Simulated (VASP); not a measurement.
# Al31ZnHO48 (a cell with a defect) in VASP: further runs

Aim: see how the results for Al31ZnHO48 (a cell with a defect) move with the level of theory and the settings. Levels: PBE, r2SCAN. Tasks: single point.

All numbers are computed with VASP 6.6.1; they aren't measurements. Logs are shortened: lines on timing, memory, paths and dates and some standing lists are left out, and cuts for length are marked.

## 1. The cell of the first run

The cell holds a defect, 81 atoms: a = 10.361 Å, b = 10.361 Å, c = 10.361 Å, α = 55.29°, β = 55.29°, γ = 55.29°.

## 2. Single point, PBE

INCAR

```
  PREC = Accurate
  ENCUT = 520
  EDIFF = 1E-6
  ISMEAR = 0
  SIGMA = 0.01
  LREAL = Auto
  LASPH = T
  NELM = 120
  ALGO = Normal
  ISIF = 2
  LWAVE = F
  LCHARG = F
  GGA = PE
  NBANDS = 243
  GGA_COMPAT = F
```

KPOINTS

```
regular mesh
0
Gamma
  1 1 1
```

POSCAR

```
Al31ZnHO48
1.0
    4.8078835200      2.7758328500      8.7484141900
   -4.8078835200      2.7758328500      8.7484141900
    0.0000000000     -5.5516656900      8.7484141900
Al Zn O H
31 1 48 1
Direct
    0.3258027292      0.3285329497      0.3281043812
    0.0748584282      0.0753415534      0.0737570409
    0.1739675987      0.1758433175      0.1806298131
    0.3321729405      0.3158929248      0.8405663091
    0.4261983009      0.4300259536      0.9308344989
    0.0740820384      0.0749599611      0.5747036484
    0.1764750439      0.1731516713      0.6751922382
    0.3226969860      0.8260935093      0.3245257853
    0.4256088408      0.9294982468      0.4254887940
    0.0724778706      0.5750985073      0.0770897629
    0.1739666855      0.6790125652      0.1761930328
    0.3226629485      0.8258753760      0.8257244867
    0.4268193653      0.9267274780      0.9266199123
    0.0616048688      0.5890432162      0.5626356824
    0.1690703658      0.6790275372      0.6835229585
    0.8252459273      0.3251454290      0.3249871947
    0.9264964104      0.4266432291      0.4278929708
    0.5747237704      0.0752221024      0.0764362934
    0.6757808151      0.1790491211      0.1756700823
    0.8227430880      0.3256815728      0.8253446297
    0.9246210636      0.4286784910      0.9287438233
    0.5714596923      0.0781392472      0.5738504693
    0.6798417367      0.1746804378      0.6759831092
    0.8204859639      0.8270521013      0.3242716309
    0.9223209996      0.9323298639      0.4254076871
    0.5724514430      0.5759304901      0.0746809760
    0.6744331257      0.6796399479      0.1761588200
    0.8223871091      0.8253634316      0.8253134704
    0.9251706031      0.9278750607      0.9270588823
    0.5724122138      0.5741652229      0.5751120321
    0.6716740541      0.6788686939      0.6778938619
    0.4406095067      0.4327058036      0.4218897550
    0.2211476797      0.0264181364      0.3778231754
    0.4713987013      0.1271262465      0.2788933404
    0.0276494710      0.3756992851      0.2237454081
    0.3739769842      0.2218211434      0.0351484316
    0.1253831395      0.2781070364      0.4727083522
    0.2755026132      0.4745628348      0.1272123781
    0.2206376700      0.0302264329      0.8754530186
    0.4721359773      0.1249769282      0.7821087278
    0.0361894322      0.3784836950      0.7181675732
    0.3732274861      0.2132216666      0.5325606851
    0.1258072070      0.2801988488      0.9733474638
    0.2729938577      0.4536199534      0.6478006997
    0.2094658652      0.5339152269      0.3756912200
    0.4743124683      0.6429795059      0.2633360243
    0.0265151839      0.8779015827      0.2228052567
    0.3737664007      0.7245957860      0.0275582130
    0.1243194967      0.7751729337      0.4744939165
    0.2774573150      0.9748769501      0.1250950977
    0.2219433630      0.5290040687      0.8782263481
    0.4712131956      0.6266690646      0.7794607274
    0.0263997719      0.8771633461      0.7239322109
    0.3718145919      0.7150554847      0.5319578353
    0.1234108396      0.7806156504      0.9729326559
    0.2762367489      0.9685577757      0.6272754816
    0.7209790417      0.0314099589      0.3743071410
    0.9734014407      0.1261179287      0.2785830182
    0.5297215291      0.3780347485      0.2100642284
    0.8768239455      0.2246524205      0.0261718285
    0.6407030821      0.2641461677      0.4772267136
    0.7776104479      0.4726623315      0.1267014305
    0.7217792297      0.0294599260      0.8768241061
    0.9717911088      0.1272793716      0.7795884650
    0.5284904208      0.3742510105      0.7253967411
    0.8775312121      0.2224732438      0.5304958824
    0.6260752237      0.2789725463      0.9705153329
    0.7787936549      0.4735341864      0.6260838312
    0.7200065328      0.5284833673      0.3769356465
    0.9668442450      0.6283601775      0.2786380392
    0.5281762228      0.8782071185      0.2240020827
    0.8746500814      0.7227837141      0.0288228347
    0.6216376846      0.7792639331      0.4734492714
    0.7782747569      0.9744125583      0.1249773815
    0.7239885453      0.5298948548      0.8732481137
    0.9717105125      0.6267515871      0.7777307275
    0.5267272424      0.8771389314      0.7223879901
    0.8666899700      0.7289437796      0.5273133931
    0.6269955674      0.7808349880      0.9679702514
    0.7809102333      0.9682848786      0.6275135452
    0.2138975650      0.3795401182      0.6892336636
```

Potentials or basis: VASP PAW PBE potentials, release 64 (Al, Zn, O, H).

Run with:

```sh
$ cat potpaw_PBE.64/Al/POTCAR potpaw_PBE.64/Zn/POTCAR potpaw_PBE.64/O/POTCAR potpaw_PBE.64/H/POTCAR > POTCAR
$ mpirun -np 1 vasp_gam > vasp.out
```

OUTCAR:

```text
PREC = Accurate
   ENCUT = 520
   EDIFF = 1E-6
   ISMEAR = 0
   LREAL = Auto
   LASPH = T
   NELM = 120
   ISIF = 2
   GGA = PE

 ion  position               nearest neighbor table
   1  0.326  0.329  0.328-  37 1.91  34 1.91  38 1.91  42 1.95  59 1.95  45 1.95  32 2.74   7 2.80
                            19 2.81  11 2.82   5 3.25   9 3.28  17 3.28
   2  0.075  0.075  0.074-  39 1.86  47 1.87  60 1.87  50 1.98  58 2.00  43 2.00   3 2.68  25 2.82
                            13 2.82  21 2.83  11 3.24  19 3.26   7 3.27
   3  0.174  0.176  0.181-  33 1.87  35 1.87  36 1.88  58 1.96  50 1.98  43 2.00   2 2.68   4 2.74
                            16 2.79   8 2.80   6 3.22  10 3.26  18 3.28
   4  0.332  0.316  0.841-  36 1.87  40 1.87  44 1.89  43 1.89  65 1.93  51 1.98  81 2.12   5 2.61
                             3 2.74  23 2.81  15 2.93  13 3.23  21 3.35
   5  0.426  0.430  0.931-  38 1.85  52 1.85  67 1.86  51 2.01  65 2.03  36 2.03   4 2.61  10 2.83
                            18 2.84  30 2.84  12 3.22  20 3.23   1 3.25
   6  0.074  0.075  0.575-  66 1.85  33 1.87  53 1.87  56 1.97  37 1.98  64 2.00   7 2.63   9 2.81
                            17 2.81  29 2.82   3 3.22  23 3.23  15 3.24
   7  0.176  0.173  0.675-  42 1.83  39 1.88  41 1.91  64 1.96  37 1.97  56 1.98   6 2.63  12 2.79
                             1 2.80  20 2.84  22 3.24   2 3.27
   8  0.323  0.826  0.325-  46 1.82  50 1.88  49 1.89  33 1.97  54 1.99  71 2.01   9 2.69   3 2.80
                            27 2.82  15 2.87  32 3.19  13 3.25  25 3.27
   9  0.426  0.929  0.425-  73 1.86  34 1.86  56 1.87  71 1.97  33 1.99  54 2.09   8 2.69  18 2.80
                             6 2.81  30 2.84  24 3.23  12 3.27   1 3.28
  10  0.072  0.575  0.077-  35 1.87  51 1.88  72 1.88  70 1.97  38 1.98  55 2.00  11 2.66  17 2.81
                             5 2.83  29 2.83  15 3.22  27 3.25   3 3.26
  11  0.174  0.679  0.176-  45 1.83  47 1.88  48 1.88  55 1.98  38 1.98  70 2.02  10 2.66  12 2.81
                             1 2.82  24 2.83  14 3.15   2 3.24  26 3.26
  12  0.323  0.826  0.826-  56 1.87  55 1.87  52 1.88  48 1.97  39 1.98  77 1.99  13 2.68   7 2.79
                            31 2.80  11 2.81   5 3.22  29 3.25   9 3.27
  13  0.427  0.927  0.927-  79 1.86  40 1.86  50 1.88  48 1.99  77 1.99  39 2.01  12 2.68  26 2.81
                             2 2.82  22 2.82   4 3.23  28 3.23   8 3.25
  14  0.062  0.589  0.563-  78 1.79  45 1.82  41 1.90  49 1.93  81 2.03  76 2.05  44 2.20  25 2.74
                            15 2.79  21 2.92  32 3.02  11 3.15  31 3.18
  15  0.169  0.679  0.684-  53 1.84  54 1.87  51 1.87  76 1.95  49 2.01  44 2.10  28 2.77  14 2.79
                             8 2.87   4 2.93  10 3.22   6 3.24  30 3.28
  16  0.825  0.325  0.325-  61 1.83  62 1.88  58 1.88  35 1.97  69 1.98  66 2.01  17 2.67   3 2.79
[... 17 lines left out ...]
  25  0.922  0.932  0.425-  58 1.85  80 1.86  49 1.92  57 1.97  47 1.99  78 2.01  24 2.70  14 2.74
                            22 2.81   2 2.82  16 3.22  28 3.27   8 3.27
  26  0.572  0.576  0.075-  59 1.85  48 1.88  75 1.90  46 1.95  62 2.00  79 2.01  27 2.69  32 2.76
                            13 2.81  21 2.82  19 3.24  31 3.25  11 3.26
  27  0.674  0.680  0.176-  72 1.87  71 1.88  69 1.89  46 1.91  62 2.01  79 2.01  26 2.69  28 2.81
                             8 2.82  16 2.84  18 3.24  30 3.25  10 3.25
  28  0.822  0.825  0.825-  79 1.84  80 1.84  76 1.88  72 1.99  53 2.00  63 2.00  29 2.69  15 2.77
                            23 2.80  27 2.81  13 3.23  21 3.24  25 3.27
  29  0.925  0.928  0.927-  55 1.87  74 1.87  64 1.88  63 1.98  53 1.98  72 2.00  28 2.69  18 2.81
                             6 2.82  10 2.83  24 3.24  12 3.25  20 3.25
  30  0.572  0.574  0.575-  69 1.87  54 1.87  65 1.88  73 1.99  52 2.00  68 2.01  31 2.68  17 2.83
                             5 2.84   9 2.84  27 3.25  23 3.26  15 3.28
  31  0.672  0.679  0.678-  77 1.86  78 1.86  75 1.87  52 1.96  73 1.99  68 1.99  30 2.68  12 2.80
                            20 2.83  24 2.83  14 3.18  26 3.25  22 3.26
  32  0.441  0.433  0.422-  46 1.92  61 1.94  44 2.02  59 2.12  42 2.21  45 2.22   1 2.74  26 2.76
                            22 2.83  14 3.02  16 3.13   8 3.19
  33  0.221  0.026  0.378-   3 1.87   6 1.87   8 1.97   9 1.99
  34  0.471  0.127  0.279-   9 1.86   1 1.91  18 1.98  19 2.00
  35  0.028  0.376  0.224-   3 1.87  10 1.87  16 1.97  17 1.99
  36  0.374  0.222  0.035-   4 1.87  18 1.87   3 1.88   5 2.03
  37  0.125  0.278  0.473-  17 1.87   1 1.91   7 1.97   6 1.98
  38  0.276  0.475  0.127-   5 1.85   1 1.91  10 1.98  11 1.98
  39  0.221  0.030  0.875-   2 1.86   7 1.88  12 1.98  13 2.01
  40  0.472  0.125  0.782-  13 1.86   4 1.87  23 2.01  22 2.01
  41  0.036  0.378  0.718-  14 1.90   7 1.91  21 2.03  20 2.08
  42  0.373  0.213  0.533-   7 1.83  22 1.85   1 1.95  32 2.21
  43  0.126  0.280  0.973-  21 1.89   4 1.89   3 2.00   2 2.00
  44  0.273  0.454  0.648-  81 1.00   4 1.89  32 2.02  15 2.10  14 2.20
  45  0.209  0.534  0.376-  14 1.82  11 1.83   1 1.95  32 2.22
[... 303 lines left out ...]
   LSORBIT =      F    spin-orbit coupling
   LASPH  =      T    aspherical Exc in radial PAW
   ENCUT  =  520.0 eV  38.22 Ry    6.18 a.u.  19.27 19.27 19.27*2*pi/ulx,y,z
   NELM   =    120;   NELMIN=  2; NELMDL= -5     # of ELM steps
   EDIFF  = 0.1E-05   stopping-criterion for ELM
   LREAL  =      T    real-space projection
   EDIFFG = 0.1E-04   stopping-criterion for IOM
   NSW    =      0    number of steps for IOM
   IBRION =     -1    ionic relax: 0-MD 1-quasi-New 2-CG
   NFREE  =      0    steps in history (QN), initial steepest desc. (CG)
   ISIF   =      2    stress and relaxation
   ISYM   =      2    0-nonsym 1-usesym 2-fastsym
   POTIM  = 0.5000    time-step for ionic-motion
   TEBEG  =    0.0;   TEEND  =   0.0 temperature during run
   PSTRESS=    0.0 pullay stress
   NELECT =     394.0000    total number of electrons
   NUPDOWN=      -1.0000    fix difference up-down
   EMIN   =  10.00;   EMAX   =-10.00  energy-range for DOS
   EFERMI =   0.00;   METHOD = LEGACY
   ISMEAR =     0;   SIGMA  =   0.01  broadening in eV -4-tet -1-fermi 0-gaus
   EFERMI_NEDOS =   21; number of points for ismear=-14 and -15
   IALGO  =     38    algorithm
   IMIX   =      4    mixing-type and parameters
     AMIX     =   0.40;   BMIX     =  1.00
     AMIX_MAG =   1.60;   BMIX_MAG =  1.00
  volume/ion in A,a.u.               =       8.65        58.36
  Fermi-wavevector in a.u.,A,eV,Ry     =   1.351339  2.553660 24.845829  1.826117
  Thomas-Fermi vector in A             =   2.478769
   LORBIT       =      0    0 simple, 1 ext, 2 COOP (PROOUT), +10 PAW based schemes
   GGA     = PE    functional components
   LHFCALC =     F    Hartree Fock is set to
   AEXX    =    0.0000 exact exchange contribution
   IVDW    =     0    specifies the selected vdW correction
   LEPSILON=     F    determine dielectric tensor
   LRPA    =     F    only Hartree local field effects (RPA)
 non-spin polarized calculation
 Gauss-broadening in eV      SIGMA  =   0.01
  energy-cutoff  :      520.00
  volume of cell :      700.53
 maximum number of plane-waves:      9404
 NGX is ok and might be reduce to    80
   NGX = 39   NGY = 39   NGZ = 39

 number of electron     394.0000002 magnetization

 Free energy of the ion-electron system (eV)
  ---------------------------------------------------
  ext. energy  EPLUGINS =         0.00000000
  ---------------------------------------------------
  free energy    TOTEN  =      -593.72355655 eV

  energy without entropy =     -593.72355655  energy(sigma->0) =     -593.72355655

 E-fermi :   6.3532     XC(G=0): -11.5801

 val. band max:        6.2919729765   @ k =   0.0000   0.0000   0.0000
 cond. band min:      11.4887688711   @ k =   0.0000   0.0000   0.0000
 fundamental gap:      5.1967958945
 Fermi energy:         6.3532173918

 k-point     1 :       0.0000    0.0000    0.0000
  band No.  band energies     occupation
      1     -14.0089      2.00000
      2     -13.1936      2.00000
      3     -12.4258      2.00000
      4     -12.3419      2.00000
      5     -12.2876      2.00000
      6     -12.2624      2.00000
[... 201 lines left out ...]
    208      14.9239      0.00000
    209      15.0070      0.00000
 [bands above 209 left out]

------------------------ aborting loop because EDIFF is reached ----------------------------------------

  FORCE on cell =-STRESS in cart. coord.  units (eV):
  Direction    XX          YY          ZZ          XY          YZ          ZX
  --------------------------------------------------------------------------------------
  -------------------------------------------------------------------------------------
  Total       13.4961093     10.3904083      9.1162116     -1.3970294     -1.8836135      2.1563521
  in kB       30.8667806     23.7637712     20.8495721     -3.1951283     -4.3079886      4.9317657
  external PRESSURE =      25.1600413 kB  Pullay stress =       0.0000000 kB

 VOLUME and BASIS-vectors are now :
 -----------------------------------------------------------------------------
  energy-cutoff  :      520.00
  volume of cell :      700.53
      direct lattice vectors                 reciprocal lattice vectors
     4.807883520  2.775832850  8.748414190     0.103995864  0.060042040  0.038102144
    -4.807883520  2.775832850  8.748414190    -0.103995864  0.060042040  0.038102144
     0.000000000 -5.551665690  8.748414190     0.000000000 -0.120084080  0.038102144

 POSITION                                       TOTAL-FORCE (eV/Angst)
 -----------------------------------------------------------------------------------
     -0.01313     -0.00520      8.59479         0.001862      0.006905     -0.011225
     -0.00232      0.00746      1.95927        -0.001978      0.002151     -0.008143
     -0.00902     -0.03178      4.64052         0.000776      0.002165      0.010175
      0.07827     -2.86762     13.02317         0.003017      0.004503      0.002783
     -0.01840     -2.79095     15.63393         0.003884     -0.000795      0.007692
     -0.00422     -2.77685      6.33163        -0.001208     -0.008231     -0.011034
[... 73 lines left out ...]
     -0.90088      1.37173     20.79243         0.000554      0.001966     -0.003833
     -0.79639     -2.17911     11.22134         0.000944     -0.049876     -0.078169
 -----------------------------------------------------------------------------------
    total drift:                               -0.009459      0.005984      0.029127

  FREE ENERGIE OF THE ION-ELECTRON SYSTEM (eV)
  ---------------------------------------------------
  free  energy   TOTEN  =      -593.7235565470 eV

  energy  without entropy=     -593.7235565470  energy(sigma->0) =     -593.72355655
```

Run time: 6.3 min. Hardware: 1 thread of Oxide Virtual Turin-like, shared host; peak memory 0.95 GiB.

Results:

* Free energy: -593.7236 eV
* Pressure: 2.5 GPa
* Largest force: 0.093 eV/Å
* Band gap on the k mesh: 5.20 eV

Forces in eV/Å, atoms in the order of the input:
```
Al   0.002  0.007 -0.011
Al  -0.002  0.002 -0.008
Al   0.001  0.002  0.010
Al   0.003  0.005  0.003
Al   0.004 -0.001  0.008
Al  -0.001 -0.008 -0.011
Al  -0.011 -0.010 -0.003
Al   0.002 -0.001 -0.011
Al   0.001  0.002  0.009
Al  -0.002  0.000 -0.006
Al   0.000  0.011  0.000
Al   0.001  0.000 -0.013
Al   0.001 -0.004  0.010
Al   0.004  0.001  0.000
Al   0.014 -0.005  0.003
Al  -0.003 -0.002 -0.007
Al  -0.002  0.001  0.007
Al   0.000  0.002 -0.005
Al   0.007  0.000  0.005
Al   0.007  0.003 -0.012
Al   0.001  0.001  0.006
Al   0.003  0.004 -0.003
Al   0.003 -0.002  0.012
Al  -0.002 -0.002 -0.012
Al  -0.005  0.000  0.006
Al  -0.005 -0.004 -0.009
Al   0.000  0.000  0.014
Al   0.003  0.003 -0.003
Al  -0.002  0.004  0.010
Al   0.001  0.000 -0.008
Al   0.002  0.005  0.002
Zn  -0.016 -0.024 -0.005
O   -0.002 -0.001  0.002
O   -0.006 -0.008  0.005
O    0.004  0.003 -0.002
O    0.003 -0.005  0.002
O    0.001  0.006  0.002
O    0.000  0.000  0.001
O   -0.003  0.000  0.004
O   -0.007 -0.001 -0.002
O   -0.002 -0.001  0.005
O    0.010 -0.017 -0.009
O   -0.002  0.006 -0.001
O   -0.031  0.013  0.080
O   -0.009 -0.014 -0.011
O   -0.033  0.054  0.025
O    0.002 -0.001  0.002
O   -0.001  0.000  0.002
O    0.006  0.002  0.003
O    0.002 -0.002 -0.002
O   -0.004  0.003 -0.002
O   -0.002 -0.003 -0.001
O    0.000  0.003  0.002
O   -0.005 -0.005 -0.002
O    0.001  0.000  0.004
O    0.004  0.003 -0.001
O   -0.001 -0.001  0.001
O    0.000 -0.001 -0.001
O    0.009  0.025 -0.029
O    0.002 -0.005  0.003
O    0.060 -0.007  0.023
O    0.007  0.007  0.002
O   -0.008 -0.002 -0.001
O    0.001 -0.005 -0.002
O    0.000  0.002  0.002
O    0.004  0.000 -0.001
O   -0.001  0.005  0.000
O   -0.001  0.003  0.003
O    0.000  0.000  0.004
O   -0.002 -0.002  0.002
O    0.002  0.002 -0.002
O    0.003 -0.004 -0.002
O   -0.003  0.002 -0.001
O    0.002  0.000  0.001
O   -0.002  0.005  0.001
O    0.002 -0.001 -0.002
O   -0.004  0.005  0.004
O   -0.003 -0.004 -0.004
O    0.000 -0.001  0.000
O    0.001  0.002 -0.004
H    0.001 -0.050 -0.078
```

Levels at points of the mesh, in eV from the valence-band top:
```csv
k point,band 195,band 196,band 197,band 198,band 199,band 200
"(0.00, 0.00, 0.00)",-0.50,-0.16,0.00,5.20,7.44,7.74
```

Caveat: the k points lie up to 0.79 Å⁻¹ apart.

(Continued in part 2 of 2.)
